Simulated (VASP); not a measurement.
# CdO (Fm-3m) in VASP: notebook

The runs below take CdO through relaxation of cell and atoms, with PBE.

Everything below comes from runs of VASP 6.6.1. Logs are shortened: lines on timing, memory, paths and dates and some standing lists are left out, and cuts for length are marked.

### 1 The cell of the first run

The structure is cubic, space group Fm-3m (No. 225). Conventional cell: a = 4.132 Å, b = 4.132 Å, c = 4.132 Å, α = 90.00°, β = 90.00°, γ = 90.00°. Cd (site symmetry m-3m) has 6 O at 2.07 Å within 2.7 Å. O (site symmetry m-3m) has 6 Cd at 2.07 Å within 2.7 Å.

### 2 Relaxation of cell and atoms, PBE, target pressure 150 GPa, at which the enthalpy is minimised

Contents of INCAR:

```
SYSTEM = CdO
PREC     = Accurate       ! precision mode
ENCUT    = 600            ! plane-wave cutoff, eV
EDIFF    = 1E-7           ! SCF threshold, eV
ISMEAR   = 0              ! smearing method
SIGMA    = 0.1            ! smearing width, eV
LREAL    = .FALSE.        ! projectors in reciprocal space
LASPH    = .TRUE.         ! aspherical terms in the spheres
NELM     = 120            ! most SCF steps
ALGO     = Normal         ! electronic algorithm
ISIF     = 3              ! what is computed and relaxed
LWAVE    = .FALSE.        ! write WAVECAR
LCHARG   = .FALSE.        ! write CHGCAR
GGA      = PE             ! functional
IBRION   = 2              ! ionic algorithm
NSW      = 70             ! ionic steps
EDIFFG   = -0.004         ! ionic threshold
PSTRESS  = 1500.0       
GGA_COMPAT= .FALSE.      
NELMIN   = 4
```

Contents of KPOINTS:

```
regular mesh
0
G
  16 16 16
  0 0 0
```

Contents of POSCAR:

```
CdO
1.0
    0.0000000000      2.0661656551      2.0661656551
    2.0661656551      0.0000000000      2.0661656551
    2.0661656551      2.0661656551      0.0000000000
Cd O
1 1
Direct
    0.0000000000      0.0000000000      0.0000000000
    0.5000000000      0.5000000000      0.5000000000
```

Potentials or basis: VASP PAW PBE potentials, release 64 (Cd, O).

Run with:

```console
$ cat potpaw_PBE.64/Cd/POTCAR potpaw_PBE.64/O/POTCAR > POTCAR
$ mpirun -np 1 vasp_std > vasp.out
```

OUTCAR:

```text
SYSTEM = CdO
   PREC = Accurate
   ENCUT = 600
   EDIFF = 1E-7
   ISMEAR = 0
   LREAL = .FALSE.
   LASPH = .TRUE.
   NELM = 120
   ISIF = 3
   GGA = PE
   IBRION = 2
   NSW = 70
   EDIFFG = -0.004
   PSTRESS = 1500.0
   NELMIN = 4

 ion  position               nearest neighbor table
   1  0.000  0.000  0.000-   2 2.07   2 2.07   2 2.07   2 2.07   2 2.07   2 2.07
   2  0.500  0.500  0.500-   1 2.07   1 2.07   1 2.07   1 2.07   1 2.07   1 2.07

  LATTYP: Found a face centered cubic cell.
 ALAT       =     4.1323313102

  Lattice vectors:

 A1 = (   0.0000000000,   2.0661656551,   2.0661656551)
 A2 = (   2.0661656551,   0.0000000000,   2.0661656551)
 A3 = (   2.0661656551,   2.0661656551,   0.0000000000)

Analysis of symmetry for initial positions (statically):
=====================================================================
 Subroutine PRICEL returns:
 Original cell was already a primitive cell.

 Routine SETGRP: Setting up the symmetry group for a
 face centered cubic supercell.

 Subroutine GETGRP returns: Found 48 space group operations
 (whereof 48 operations were pure point group operations)
 out of a pool of 48 trial point group operations.

The static configuration has the point symmetry O_h .

Analysis of symmetry for dynamics (positions and initial velocities):
=====================================================================
 Subroutine PRICEL returns:
 Original cell was already a primitive cell.

 Routine SETGRP: Setting up the symmetry group for a
 face centered cubic supercell.

 Subroutine GETGRP returns: Found 48 space group operations
 (whereof 48 operations were pure point group operations)
 out of a pool of 48 trial point group operations.

The dynamic configuration has the point symmetry O_h .

 Subroutine INISYM returns: Found 48 space group operations
 (whereof 48 operations are pure point group operations),
 and found     1 'primitive' translations

----------------------------------------------------------------------------------------

                                     Primitive cell

  volume of cell :      17.6411

  direct lattice vectors                    reciprocal lattice vectors
     0.000000000  2.066165655  2.066165655    -0.241994149  0.241994149  0.241994149
     2.066165655  0.000000000  2.066165655     0.241994149 -0.241994149  0.241994149
     2.066165655  2.066165655  0.000000000     0.241994149  0.241994149 -0.241994149

  length of vectors
     2.921999492  2.921999492  2.921999492     0.419146162  0.419146162  0.419146162

  position of ions in fractional coordinates (direct lattice)
     0.000000000  0.000000000  0.000000000
     0.500000000  0.500000000  0.500000000

  ion indices of the primitive-cell ions
   primitive index   ion index
                 1           1
                 2           2

----------------------------------------------------------------------------------------

 KPOINTS: regular mesh

Automatic generation of k-mesh.
 Grid dimensions read from file:
 generate k-points for:   16   16   16

 Generating k-lattice:

  Cartesian coordinates                     Fractional coordinates (reciprocal lattice)
    -0.015124634  0.015124634  0.015124634     0.062500000  0.000000000  0.000000000
     0.015124634 -0.015124634  0.015124634     0.000000000  0.062500000  0.000000000
     0.015124634  0.015124634 -0.015124634     0.000000000  0.000000000  0.062500000

  Length of vectors
     0.026196635  0.026196635  0.026196635

  Shift w.r.t. Gamma in fractional coordinates (k-lattice)
     0.000000000  0.000000000  0.000000000

 Subroutine IBZKPT returns following result:
 ===========================================

 Found    145 irreducible k-points:

 Following reciprocal coordinates:
            Coordinates               Weight
  0.000000  0.000000  0.000000      1.000000
  0.062500  0.000000  0.000000      8.000000
  0.125000  0.000000  0.000000      8.000000
  0.187500  0.000000  0.000000      8.000000
  0.250000  0.000000  0.000000      8.000000
  0.312500  0.000000  0.000000      8.000000
[... 16 lines left out ...]
 -0.125000  0.062500  0.000000     24.000000
 -0.062500  0.062500  0.000000     12.000000
 [... further k-points ...]
   k-points           NKPTS =    145   k-points in BZ     NKDIM =    145   number of bands    NBANDS=     13
   number of dos      NEDOS =    301   number of ions     NIONS =      2
   total plane-waves  NPLWV =  13824
   dimension x,y,z NGX =    24 NGY =   24 NGZ =   24
   dimension x,y,z NGXF=    48 NGYF=   48 NGZF=   48
   ions per type =               1   1
   NGX,Y,Z   is equivalent  to a cutoff of  13.65, 13.65, 13.65 a.u.
   NGXF,Y,Z  is equivalent  to a cutoff of  27.31, 27.31, 27.31 a.u.
 SYSTEM =  CdO
   PREC   = accura    normal or accurate (medium, high low for compatibility)
   ISTART =      0    job   : 0-new  1-cont  2-samecut
   ICHARG =      2    charge: 1-file 2-atom 10-const
   ISPIN  =      1    spin polarized calculation?
   LNONCOLLINEAR =      F non collinear calculations
   LSORBIT =      F    spin-orbit coupling
   LASPH  =      T    aspherical Exc in radial PAW
   ENCUT  =  600.0 eV  44.10 Ry    6.64 a.u.   5.84  5.84  5.84*2*pi/ulx,y,z
   NELM   =    120;   NELMIN=  4; NELMDL= -5     # of ELM steps
   EDIFF  = 0.1E-06   stopping-criterion for ELM
   LREAL  =      F    real-space projection
   EDIFFG = -.4E-02   stopping-criterion for IOM
   NSW    =     70    number of steps for IOM
   IBRION =      2    ionic relax: 0-MD 1-quasi-New 2-CG
   NFREE  =      1    steps in history (QN), initial steepest desc. (CG)
   ISIF   =      3    stress and relaxation
   ISYM   =      2    0-nonsym 1-usesym 2-fastsym
   POTIM  = 0.5000    time-step for ionic-motion
   TEBEG  =    0.0;   TEEND  =   0.0 temperature during run
   PSTRESS= 1500.0 pullay stress
   NELECT =      18.0000    total number of electrons
   NUPDOWN=      -1.0000    fix difference up-down
   EMIN   =  10.00;   EMAX   =-10.00  energy-range for DOS
   EFERMI =   0.00;   METHOD = LEGACY
   ISMEAR =     0;   SIGMA  =   0.10  broadening in eV -4-tet -1-fermi 0-gaus
   EFERMI_NEDOS =   21; number of points for ismear=-14 and -15
   IALGO  =     38    algorithm
   IMIX   =      4    mixing-type and parameters
     AMIX     =   0.40;   BMIX     =  1.00
     AMIX_MAG =   1.60;   BMIX_MAG =  1.00
  volume/ion in A,a.u.               =       8.82        59.52
  Fermi-wavevector in a.u.,A,eV,Ry     =   1.648126  3.114507 36.957788  2.716321
  Thomas-Fermi vector in A             =   2.737469
   LORBIT       =      0    0 simple, 1 ext, 2 COOP (PROOUT), +10 PAW based schemes
   GGA     = PE    functional components
   LHFCALC =     F    Hartree Fock is set to
   AEXX    =    0.0000 exact exchange contribution
   IVDW    =     0    specifies the selected vdW correction
   LEPSILON=     F    determine dielectric tensor
   LRPA    =     F    only Hartree local field effects (RPA)
 conjugate gradient relaxation of ions
 non-spin polarized calculation
 Gauss-broadening in eV      SIGMA  =   0.10
  energy-cutoff  :      600.00
  volume of cell :       17.64
 maximum number of plane-waves:       609
   NGX = 11   NGY = 11   NGZ = 11

--------------------------------------- Ionic step        1  -------------------------------------------

 number of electron      17.9999997 magnetization

 Free energy of the ion-electron system (eV)
  ---------------------------------------------------
  ext. energy  EPLUGINS =         0.00000000
  ---------------------------------------------------
  free energy    TOTEN  =        -4.55600779 eV

  energy without entropy =       -4.55600684  energy(sigma->0) =       -4.55600731

------------------------ aborting loop because EDIFF is reached ----------------------------------------

  FORCE on cell =-STRESS in cart. coord.  units (eV):
  Direction    XX          YY          ZZ          XY          YZ          ZX
  --------------------------------------------------------------------------------------
  -------------------------------------------------------------------------------------
  Total       17.5355772     17.5355772     17.5355772     -0.0000000      0.0000000     -0.0000000
  in kB     1592.5945932   1592.5945932   1592.5945932     -0.0000000      0.0000000     -0.0000000
  external PRESSURE =      92.5945932 kB  Pullay stress =    1500.0000000 kB
[... 99 lines left out ...]
  enthalpy is  TOTEN    =        11.9536325184 eV   P V=       16.7328530386

--------------------------------------- Ionic step        4  -------------------------------------------

 number of electron      18.0000000 magnetization

 Free energy of the ion-electron system (eV)
  ---------------------------------------------------
  ext. energy  EPLUGINS =         0.00000000
  ---------------------------------------------------
  free energy    TOTEN  =        -4.77301478 eV

  energy without entropy =       -4.77301288  energy(sigma->0) =       -4.77301383

 E-fermi :   6.9852     XC(G=0): -13.9547

 val. band max:        6.7575775863   @ k =   0.5000   0.0000   0.0000
 cond. band min:       7.1534610947   @ k =   0.0000   0.0000   0.0000
 fundamental gap:      0.3958835084
 Fermi energy:         6.9852053870

 k-point     1 :       0.0000    0.0000    0.0000
  band No.  band energies     occupation
      1     -14.5918      2.00000
      2      -1.6145      2.00000
      3      -1.6145      2.00000
      4      -1.6145      2.00000
      5      -0.9398      2.00000
      6      -0.9398      2.00000
      7       3.3145      2.00000
      8       3.3145      2.00000
      9       3.3145      2.00000
     10       7.1535      0.01734
     11      21.5312      0.00000
     12      26.3960      0.00000
     13      26.3960      0.00000
[... 353 lines left out ...]
 k-point    24 :      -0.0625    0.0625    0.0000
  band No.  band energies     occupation
      1     -14.4397      2.00000
      2      -1.7479      2.00000
      3      -1.6685      2.00000
      4      -1.5466      2.00000
      5      -1.3809      2.00000
      6      -1.0173      2.00000
      7       2.8480      2.00000
      8       3.3651      2.00000
      9       3.9434      2.00000
     10       8.0751      0.00000
     11      20.9941      0.00000
     12      25.0481      0.00000
     13      26.3361      0.00000

 [... further k-points ...]

------------------------ aborting loop because EDIFF is reached ----------------------------------------

  FORCE on cell =-STRESS in cart. coord.  units (eV):
  Direction    XX          YY          ZZ          XY          YZ          ZX
  --------------------------------------------------------------------------------------
  -------------------------------------------------------------------------------------
  Total       16.7269105     16.7269105     16.7269105      0.0000000      0.0000000     -0.0000000
  in kB     1500.0241511   1500.0241511   1500.0241511      0.0000000      0.0000000     -0.0000000
  external PRESSURE =       0.0241511 kB  Pullay stress =    1500.0000000 kB
[... 17 lines left out ...]
  FREE ENERGIE OF THE ION-ELECTRON SYSTEM (eV)
  ---------------------------------------------------
  free  energy   TOTEN  =        -4.7730147842 eV

  energy  without entropy=       -4.7730128792  energy(sigma->0) =       -4.77301383

  enthalpy is  TOTEN    =        11.9536263830 eV   P V=       16.7266411673

 reached required accuracy - stopping structural energy minimisation
```

Run time: 3 min. Hardware: 1 thread of AMD EPYC 7R13, shared host; peak memory 0.15 GiB.

What came out:

```yaml
Free_energy: -4.7730 eV
Relaxed_volume: 8.93 Å³/atom
Relaxed_cell: a = 2.934 Å, b = 2.934 Å, c = 2.934 Å, α = 60.00°, β = 60.00°, γ = 60.00°
Space_group_after_relaxing_to_0.1_Å: Fm-3m (No. 225)
Energy_change_on_relaxing_the_run_minimises_the_enthalpy: -108.5 meV/atom
Ionic_steps: 4
Pressure_after_relaxing: 150.0 GPa
Band_gap_on_the_k_mesh: 0.40 eV (least direct gap 3.84 eV)
```

The path:
```tsv
step	energy change (eV)	largest force (eV/Å)	pressure (GPa)	volume (Å³)
1	0.0000	0.0000	159.26	17.64
2	-1.1152	0.0000	111.40	18.97
3	-0.2232	0.0000	149.73	17.87
4	-0.2170	0.0000	150.00	17.87
```

Final structure:
```yaml
crystal:
  lattice:
    - [0.00000, 2.07491, 2.07491]
    - [2.07491, 0.00000, 2.07491]
    - [2.07491, 2.07491, 0.00000]
  atoms:
    - { symbol: Cd, position: [0.00000, 0.00000, 0.00000] }
    - { symbol: O, position: [0.50000, 0.50000, 0.50000] }
```

Caveat: the cell is relaxed towards a set pressure, so the run minimises the enthalpy, not the energy. A k mesh can miss the band edges.

### 3 Relaxation of cell and atoms, PBE, target pressure 112.5 GPa, at which the enthalpy is minimised

This run uses another cell than the first one, of 9.36 Å³/atom.

Contents of INCAR:

```
SYSTEM = CdO
  PREC = Accurate
  ENCUT = 600
  EDIFF = 1E-7
  ISMEAR = 0
  SIGMA = 0.1
  LREAL = .False.
  LASPH = .True.
  NELM = 120
  ALGO = Normal
  ISIF = 3
  LWAVE = .False.
  LCHARG = .False.
  GGA = PE
  IBRION = 2
  NSW = 70
  EDIFFG = -0.004
  PSTRESS = 1125.0
  GGA_COMPAT = .False.
  NELMIN = 4
```

Contents of KPOINTS:

```
Automatic mesh
0
Gamma
  16 16 16
  0 0 0
```

Contents of POSCAR:

```
CdO
1.0
    0.0000000000      2.1072032879      2.1072032879
    2.1072032879      0.0000000000      2.1072032879
    2.1072032879      2.1072032879      0.0000000000
Cd O
1 1
Direct
    0.0000000000      0.0000000000      0.0000000000
    0.5000000000      0.5000000000      0.5000000000
```

Potentials or basis: VASP PAW PBE potentials, release 64 (Cd, O).

Run with:

```console
$ cat potpaw_PBE.64/Cd/POTCAR potpaw_PBE.64/O/POTCAR > POTCAR
$ mpirun -np 1 vasp_std > vasp.out
```

OUTCAR:

```text
SYSTEM = CdO
   PREC = Accurate
   ENCUT = 600
   EDIFF = 1E-7
   ISMEAR = 0
   LREAL = .False.
   LASPH = .True.
   NELM = 120
   ISIF = 3
   GGA = PE
   IBRION = 2
   NSW = 70
   EDIFFG = -0.004
   PSTRESS = 1125.0
   NELMIN = 4

 ion  position               nearest neighbor table
   1  0.000  0.000  0.000-   2 2.11   2 2.11   2 2.11   2 2.11   2 2.11   2 2.11
   2  0.500  0.500  0.500-   1 2.11   1 2.11   1 2.11   1 2.11   1 2.11   1 2.11

  LATTYP: Found a face centered cubic cell.
 ALAT       =     4.2144065758

  Lattice vectors:

 A1 = (   0.0000000000,   2.1072032879,   2.1072032879)
 A2 = (   2.1072032879,   0.0000000000,   2.1072032879)
 A3 = (   2.1072032879,   2.1072032879,   0.0000000000)

Analysis of symmetry for initial positions (statically):
=====================================================================
 Subroutine PRICEL returns:
 Original cell was already a primitive cell.

 Routine SETGRP: Setting up the symmetry group for a
 face centered cubic supercell.

 Subroutine GETGRP returns: Found 48 space group operations
 (whereof 48 operations were pure point group operations)
 out of a pool of 48 trial point group operations.

The static configuration has the point symmetry O_h .

Analysis of symmetry for dynamics (positions and initial velocities):
=====================================================================
 Subroutine PRICEL returns:
 Original cell was already a primitive cell.

[... 271 lines left out ...]

 Free energy of the ion-electron system (eV)
  ---------------------------------------------------
  ext. energy  EPLUGINS =         0.00000000
  ---------------------------------------------------
  free energy    TOTEN  =        -5.64671700 eV

  energy without entropy =       -5.64669605  energy(sigma->0) =       -5.64670653

 E-fermi :   6.0281     XC(G=0): -13.5832

 val. band max:        5.8576895629   @ k =   0.5000   0.0000   0.0000
 cond. band min:       6.1068541829   @ k =   0.0000   0.0000   0.0000
 fundamental gap:      0.2491646200
 Fermi energy:         6.0281104158

 k-point     1 :       0.0000    0.0000    0.0000
  band No.  band energies     occupation
      1     -14.7050      2.00000
      2      -2.1148      2.00000
      3      -2.1148      2.00000
      4      -2.1148      2.00000
      5      -1.5165      2.00000
      6      -1.5165      2.00000
      7       2.8402      2.00000
      8       2.8402      2.00000
      9       2.8402      2.00000
     10       6.1069      0.26545
     11      20.7742      0.00000
     12      25.0839      0.00000
     13      25.0839      0.00000
[... 354 lines left out ...]
  band No.  band energies     occupation
      1     -14.5680      2.00000
      2      -2.2261      2.00000
      3      -2.1526      2.00000
      4      -2.0549      2.00000
      5      -1.8870      2.00000
      6      -1.5799      2.00000
      7       2.3030      2.00000
      8       2.8717      2.00000
      9       3.3788      2.00000
     10       7.0481      0.00000
     11      20.1380      0.00000
     12      23.7042      0.00000
     13      25.0466      0.00000

 [... further k-points ...]

------------------------ aborting loop because EDIFF is reached ----------------------------------------

  FORCE on cell =-STRESS in cart. coord.  units (eV):
  Direction    XX          YY          ZZ          XY          YZ          ZX
  --------------------------------------------------------------------------------------
  -------------------------------------------------------------------------------------
  Total       13.2960800     13.2960800     13.2960800      0.0000000      0.0000000      0.0000000
  in kB     1125.0477584   1125.0477584   1125.0477584      0.0000000      0.0000000      0.0000000
  external PRESSURE =       0.0477584 kB  Pullay stress =    1125.0000000 kB
[... 21 lines left out ...]
  energy  without entropy=       -5.6466960526  energy(sigma->0) =       -5.64670653

  enthalpy is  TOTEN    =         7.6487985500 eV   P V=       13.2955155549

 reached required accuracy - stopping structural energy minimisation
```

It took 3.9 min on 1 thread of AMD EPYC 7R13, shared host; peak memory 0.15 GiB.

What came out:

| Item | Value |
| --- | --- |
| Free energy | -5.6467 eV |
| Relaxed volume | 9.47 Å³/atom |
| Relaxed cell | a = 2.992 Å, b = 2.992 Å, c = 2.992 Å, α = 60.00°, β = 60.00°, γ = 60.00° |
| Space group after relaxing (to 0.1 Å) | Fm-3m (No. 225) |
| Energy change on relaxing (the run minimises the enthalpy) | -80.2 meV/atom |
| Ionic steps | 4 |
| Pressure after relaxing | 112.5 GPa |
| Band gap on the k mesh | 0.25 eV (least direct gap 3.27 eV) |

Step by step:
| step | energy change (eV) | largest force (eV/Å) | pressure (GPa) | volume (Å³) |
| --- | --- | --- | --- | --- |
| 1 | 0.0000 | 0.0000 | 119.45 | 18.71 |
| 2 | -0.7204 | 0.0000 | 87.90 | 19.83 |
| 3 | -0.1636 | 0.0000 | 112.36 | 18.94 |
| 4 | -0.1604 | 0.0000 | 112.50 | 18.93 |

Final structure:
```
Cd O
1.0
     0.00000    2.11549    2.11549
     2.11549    0.00000    2.11549
     2.11549    2.11549    0.00000
Cd O
1 1
Cartesian
  0.0000 0.0000 0.0000
  2.1155 2.1155 2.1155
```

Caveat: the cell is relaxed towards a set pressure, so the run minimises the enthalpy, not the energy. A k mesh can miss the band edges.

(Part 1 of 2 ends here.)
